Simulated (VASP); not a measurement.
Runs of VASP 6.6.1 on GaN. The structure is that of space group F-43m (No. 216), or close to it. The cells are those of the table. 

| potentials or basis | cell | cutoff (eV) | second run | gap on the mesh (eV) | pressure (GPa) |
| --- | --- | --- | --- | --- | --- |
| VASP PAW PBE potentials, release 64 (Ga_d, N) | a = 3.253, b = 3.253, c = 3.180 Å, angles 60.7, 60.7, 58.5°, 2 atoms | 520 | - | 1.79 | -7.0 |
| VASP PAW PBE potentials, release 64 (Ga_d, N) | a = 3.265, b = 3.265, c = 3.180 Å, angles 60.9, 60.9, 58.3°, 2 atoms | 520 | - | 1.72 | -8.3 |
| VASP PAW PBE potentials, release 64 (Ga_d, N) | a = 3.229, b = 3.229, c = 3.180 Å, angles 60.5, 60.5, 59.0°, 2 atoms | 520 | - | 1.91 | (c) |
| VASP PAW PBE potentials, release 64 (Ga_d, N) | a = 3.204, b = 3.204, c = 3.180 Å, angles 60.2, 60.2, 59.5°, 2 atoms | 520 | - | 2.04 | -1.8 |
| VASP PAW PBE potentials, release 64 (Ga_d, N_h) | a = 3.157, b = 3.157, c = 3.180 Å, angles 59.8, 59.8, 60.5°, 2 atoms | 910 | hard_potentials | 2.21 | 4.1 |
| VASP PAW PBE potentials, release 64 (Ga_d, N_h) | a = 3.204, b = 3.204, c = 3.180 Å, angles 60.2, 60.2, 59.5°, 2 atoms | 910 | hard_potentials | 2.03 | -1.9 |
| VASP PAW PBE potentials, release 64 (Ga_d, N) | a = 3.133, b = 3.133, c = 3.180 Å, angles 59.5, 59.5, 61.0°, 2 atoms | 520 | - | (b) | (a) |
| VASP PAW PBE potentials, release 64 (Ga_d, N) | a = 3.157, b = 3.157, c = 3.180 Å, angles 59.8, 59.8, 60.5°, 2 atoms | 520 | - | 2.21 | 4.2 |

Alike in all rows: task single point; level r2SCAN; no spin polarisation; k mesh 10 × 10 × 10; smearing gaussian 0.05 eV.

Problem. Fill in the values left out.

Solution. (a) 7.5; (b) 2.27; (c) -4.5.

Caveats: the PAW data sets were made with another functional, which shifts forces and pressure a little; the cutoff is under 1.25 times the usual one of these potentials, so pressure, stress and relaxed cells hold a basis-set (Pulay) error (some runs).

A k mesh can miss the band edges, and the runs leave out spin-orbit coupling on Ga.
